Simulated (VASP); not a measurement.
A run of VASP 6.6.1 is set up as follows.

File INCAR:

```
SYSTEM = WC
PREC = Accurate
ENCUT = 520
EDIFF = 1E-6
ISMEAR = -1
SIGMA = 0.05
LREAL = .FALSE.
LASPH = .TRUE.
NELM = 80
ALGO = Normal
ISIF = 2
LWAVE = .FALSE.
LCHARG = .FALSE.
GGA = PS
NBANDS = 16
```

Contents of KPOINTS:

```
regular mesh
0
G
  14 14 13
  0 0 0
```

The input POSCAR:

```
WC
1.0
    2.8908006898      0.0000000000      0.0000000000
   -1.4454003449      2.5035068347      0.0000000000
    0.0000000000      0.0000000000      2.8195383909
W C
1 1
Direct
    0.0000000000      0.0000000000      0.0000000000
    0.6666666667      0.3333333333      0.5000000000
```

Potentials or basis: VASP PAW PBE potentials, release 64 (W_sv, C).

Run with:

```sh
$ cat potpaw_PBE.64/W_sv/POTCAR potpaw_PBE.64/C/POTCAR > POTCAR
$ mpirun -np 1 vasp_std > vasp.out
```

Task: Predict the band gap on the k mesh.

Result: Zero (bands 9 and 10 overlap by 1.36 eV).

Task: What does it give for the pressure?

Result: 4.8 GPa.

Stress tensor (GPa, compression positive):
```
4.39 0.00 0.00
0.00 4.39 0.00
0.00 0.00 5.62
```

Caveat: the cell stands under pressure; the PAW data sets were made with another functional, which shifts forces and pressure a little; spin-orbit coupling is left out, which moves the levels of the heavy elements.
